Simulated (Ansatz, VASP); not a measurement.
CsGe3 in VASP and in Ansatz

```
Cs Ge
1.0
     4.66484    0.00000    0.00000
     0.00000    4.66484    0.00000
     0.00000    0.00000    4.66484
Cs Ge
1 3
Direct
  0.00000 0.00000 0.00000
  0.00000 0.50000 0.50000
  0.50000 0.50000 0.00000
  0.50000 0.00000 0.50000
```

Change from the starting cell: species swapped into the LuPt3 type (Pm-3m, No. 221).

Alike in both runs: task single point; functional PBE; k mesh 4 × 4 × 4; occupations gaussian, width 0.1 eV; no spin polarisation.

```csv
,VASP,Ansatz
version,VASP 6.6.1,Ansatz 0.2.0
potentials or method,"VASP PAW PBE potentials, release 64 (Cs_sv, Ge_d), cutoff 520 eV","scalar-relativistic, plane waves, PAW"
valence electrons in the cell,51,51
```

VASP gave:

```
gap on the k mesh at the Fermi level (eV) : none
pressure (GPa)                            : 3.1
```

Task: What did Ansatz give for the same quantities?

Result: gap on the k mesh at the Fermi level (eV): none; pressure (GPa): 3.0.

A gap of «none» marks a metal or a gap that the smearing closes. With one functional, cell and mesh, what is left measures potentials, basis and numerics.

Neither program's run includes spin-orbit coupling.
